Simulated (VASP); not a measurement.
TiAl3, 4 atoms in the cell. It takes space group I4mm (No. 107, tetragonal). Conventional cell: a = 3.845 Å, b = 3.845 Å, c = 8.623 Å, α = 90.00°, β = 90.00°, γ = 90.00°. Ti (site symmetry 4mm) has 12 Al at 2.72 to 2.92 Å within 3.6 Å. Al (site symmetry 4mm) has 4 Ti at 2.72 Å and 8 Al at 2.82 to 2.96 Å within 3.6 Å. Al (site symmetry 2mm) has 8 Al at 2.72 to 2.96 Å and 4 Ti at 2.85 to 2.92 Å within 3.6 Å.  This cell differs from its parent crystal: atoms displaced along a vibrational mode.

* Program: VASP 6.6.1
* Task: single point
* Functional: PBE
* Potentials or basis: VASP PAW PBE potentials, release 64 (Ti_sv, Al)
* Cutoff: 520 eV
* k mesh: 18 × 18 × 18
* Occupations: gaussian, width 0.15 eV
* Spin: no spin polarisation
* Dipole correction: no
* Further INCAR settings: ALGO = Fast; EDIFF = 1e-06; NBANDS = 18

Potentials or basis: VASP PAW PBE potentials, release 64 (Ti_sv, Al).

Launch:

```bash
$ cat potpaw_PBE.64/Ti_sv/POTCAR potpaw_PBE.64/Al/POTCAR > POTCAR
$ mpirun -np 1 vasp_std > vasp.out
```

Hardware: 1 thread of AMD EPYC 7R43 64-Core Processor (Zen 3) (shared host).

Estimate the wall time of this run.

Wall time 39 min on 1 thread of AMD EPYC 7R43 64-Core Processor (Zen 3) (shared host), peak memory 0.62 GiB. Counts: scf iterations 29, k points 480.
